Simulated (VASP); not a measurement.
Write the native input for VASP 6.6.1 that does the following.

| Item | Value |
| --- | --- |
| Task | single point |
| Functional | PBE |
| Potentials or basis | VASP PAW PBE potentials, release 64 (Sn_d) |
| Cutoff | 520 eV |
| k mesh | 11 × 11 × 11 |
| Occupations | gaussian, width 0.014 eV |
| Spin | no spin polarisation |
| Dipole correction | no |
| Further INCAR settings | ALGO = Fast; EDIFF = 1e-06; NBANDS = 13 |

The structure of Sn lies in POSCAR:

```
Sn
1.0
   -1.7265390000      1.7755470000      2.3383420000
    1.7265390000     -1.7755470000      2.3383420000
    1.7265390000      1.7755470000     -2.3383420000
Sn
1
Direct
    0.0000000000      0.0000000000      0.0000000000
```

The input as run:

INCAR

```
PREC = Accurate
ENCUT = 520
EDIFF = 1E-6
ISMEAR = 0
SIGMA = 0.014
LREAL = F
LASPH = T
NELM = 60
ALGO = Fast
ISIF = 2
LWAVE = F
LCHARG = F
GGA = PE
NBANDS = 13
```

KPOINTS

```
regular mesh
0
Gamma
  11 11 11
```

Potentials or basis: VASP PAW PBE potentials, release 64 (Sn_d).

Run with:

```sh
$ cat potpaw_PBE.64/Sn_d/POTCAR > POTCAR
$ mpirun -np 1 vasp_std > vasp.out
```

Results of the run:

* Pressure: -1.0 GPa
* Band gap on the k mesh: zero (band 7 reaches 14.54 eV, above the bottom of band 8 at 5.75 eV)

Caveat: spin-orbit coupling is left out, which moves the levels of the heavy elements.

Wall time 110 s on 1 thread of Intel Xeon 8259CL, on a shared host, peak memory 0.21 GiB.
